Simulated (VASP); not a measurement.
Here is a VASP 6.6.1 calculation.

INCAR

```
ALGO = Normal ; DIPOL = 0.5 0.5 0.502
EDIFF = 1E-6 ; ENCUT = 520
GGA = PE ; IDIPOL = 3
ISIF = 2 ; ISMEAR = 0
IVDW = 12 ; LASPH = T
LCHARG = F ; LDIPOL = T
LREAL = Auto ; LWAVE = F
NBANDS = 96 ; NELM = 80
PREC = Accurate ; SIGMA = 0.05
```

File KPOINTS:

```
k-points
0
Gamma
  3 3 1
```

Contents of POSCAR:

```
BN
1.0
    7.5193142762      0.0000000000      0.0000000000
   -3.7596571381      6.5119171822      0.0000000000
    0.0000000000      0.0000000000     19.3084240696
B N
18 18
Direct
    0.2222222222      0.1111111111      0.4143269265
    0.2222222222      0.4444444444      0.4143269265
    0.2222222222      0.7777777778      0.4143269265
    0.5555555556      0.1111111111      0.4143269265
    0.5555555556      0.4444444444      0.4143269265
    0.5555555556      0.7777777778      0.4143269265
    0.8888888889      0.1111111111      0.4143269265
    0.8888888889      0.4444444444      0.4143269265
    0.8888888889      0.7777777778      0.4143269265
    0.1111111111      0.2222222222      0.5891576236
    0.1111111111      0.5555555556      0.5891576236
    0.1111111111      0.8888888889      0.5891576236
    0.4444444444      0.2222222222      0.5891576236
    0.4444444444      0.5555555556      0.5891576236
    0.4444444444      0.8888888889      0.5891576236
    0.7777777778      0.2222222222      0.5891576236
    0.7777777778      0.5555555556      0.5891576236
    0.7777777778      0.8888888889      0.5891576236
    0.1111111111      0.2222222222      0.4143269265
    0.1111111111      0.5555555556      0.4143269265
    0.1111111111      0.8888888889      0.4143269265
    0.4444444444      0.2222222222      0.4143269265
    0.4444444444      0.5555555556      0.4143269265
    0.4444444444      0.8888888889      0.4143269265
    0.7777777778      0.2222222222      0.4143269265
    0.7777777778      0.5555555556      0.4143269265
    0.7777777778      0.8888888889      0.4143269265
    0.2222222222      0.1111111111      0.5892828334
    0.2222222222      0.4444444444      0.5892828334
    0.2222222222      0.7777777778      0.5892828334
    0.5555555556      0.1111111111      0.5892828334
    0.5555555556      0.4444444444      0.5892828334
    0.5555555556      0.7777777778      0.5892828334
    0.8888888889      0.1111111111      0.5892828334
    0.8888888889      0.4444444444      0.5892828334
    0.8888888889      0.7777777778      0.5892828334
```

Potentials or basis: VASP PAW PBE potentials, release 64 (B, N).

Command:

```bash
$ cat potpaw_PBE.64/B/POTCAR potpaw_PBE.64/N/POTCAR > POTCAR
$ mpirun -np 1 vasp_std > vasp.out
```

Predict the band gap on the k mesh.

4.58 eV.

What does it give for the dispersion energy per atom?

-0.105 eV.

Estimate the largest force.

0.023 eV/Å.

Forces in eV/Å, atoms in the order of the input:
```
B    0.000  0.000  0.023
B    0.000  0.000  0.023
B    0.000  0.000  0.023
B    0.000  0.000  0.023
B    0.000  0.000  0.023
B    0.000  0.000  0.023
B    0.000  0.000  0.023
B    0.000  0.000  0.023
B    0.000  0.000  0.023
B    0.000  0.000  0.012
B    0.000  0.000  0.012
B    0.000  0.000  0.012
B    0.000  0.000  0.012
B    0.000  0.000  0.012
B    0.000  0.000  0.012
B    0.000  0.000  0.012
B    0.000  0.000  0.012
B    0.000  0.000  0.012
N    0.000  0.000 -0.018
N    0.000  0.000 -0.018
N    0.000  0.000 -0.018
N    0.000  0.000 -0.018
N    0.000  0.000 -0.018
N    0.000  0.000 -0.018
N    0.000  0.000 -0.018
N    0.000  0.000 -0.018
N    0.000  0.000 -0.018
N    0.000  0.000 -0.017
N    0.000  0.000 -0.017
N    0.000  0.000 -0.017
N    0.000  0.000 -0.017
N    0.000  0.000 -0.017
N    0.000  0.000 -0.017
N    0.000  0.000 -0.017
N    0.000  0.000 -0.017
N    0.000  0.000 -0.017
```
